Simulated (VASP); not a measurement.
A run of VASP 6.6.1 is set up as follows.

The input INCAR:

```
PREC = Accurate
ENCUT = 520
EDIFF = 1E-6
ISMEAR = -1
SIGMA = 0.05
LREAL = F
LASPH = T
NELM = 60
ALGO = Normal
ISIF = 2
LWAVE = F
LCHARG = F
GGA = CA
NBANDS = 32
```

File KPOINTS:

```
Automatic mesh
0
Gamma
  7 7 8
```

The input POSCAR:

```
Zr3Ag
1.0
    4.5962392918      0.0000000000      0.0000000000
    0.0000000000      4.5962392918      0.0000000000
    0.0000000000      0.0000000000      4.0123981203
Zr Ag
3 1
Direct
    0.5000000000      0.5000000000      0.0000000000
    0.0000000000      0.5000000000      0.5000000000
    0.5000000000      0.0000000000      0.5000000000
    0.0000000000      0.0000000000      0.0000000000
```

Potentials or basis: VASP PAW LDA potentials, release 64 (Zr_sv, Ag).

Launch:

```sh
$ cat potpaw_LDA.64/Zr_sv/POTCAR potpaw_LDA.64/Ag/POTCAR > POTCAR
$ mpirun -np 1 vasp_std > vasp.out
```

(1) Predict the band gap on the k mesh.

(2) Predict the pressure.

Results:

(1) zero (an odd number of electrons rules out a gap without spin polarisation).

(2) -6.6 GPa.

Caveat: the cell stands under tension.
